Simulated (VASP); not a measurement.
Crystal: HfB2.

```
CELL_PARAMETERS angstrom
3.14000 0.00000 0.00000
-1.57000 2.71932 0.00000
0.00000 0.00000 3.48000
ATOMIC_POSITIONS crystal
Hf 0.00000 0.00000 0.00000
B 0.66667 0.33333 0.50000
B 0.33333 0.66667 0.50000
```

Base run:

| Quantity | Value |
| --- | --- |
| Program | VASP 6.6.1 |
| Functional | r2SCAN |
| Potentials or basis | VASP PAW PBE potentials, release 64 (Hf_pv, B) |
| Cutoff | 520 eV |
| k mesh | 7 × 7 × 6 |
| Occupations | fermi-dirac, width 0.05 eV |
| Spin | non-collinear spin, zero start, spin-orbit coupling |
| Starting moments | [[0.0, 0.0, 0.0], [0.0, 0.0, 0.0], [0.0, 0.0, 0.0]] μB |

Its results: pressure -1.2 GPa; net moment 0.00 μB per cell.

Question: The run is repeated on the same cell with these changes: functional from r2SCAN to PBEsol; k mesh from 7 × 7 × 6 to 10 × 10 × 8. What comes out?

Answer: Pressure -4.4 GPa; net moment 0.00 μB per cell.

Several settings changed at once.

Caveats: the PAW data sets were made with another functional, which shifts forces and pressure a little; the cell stands under tension (at least some runs).
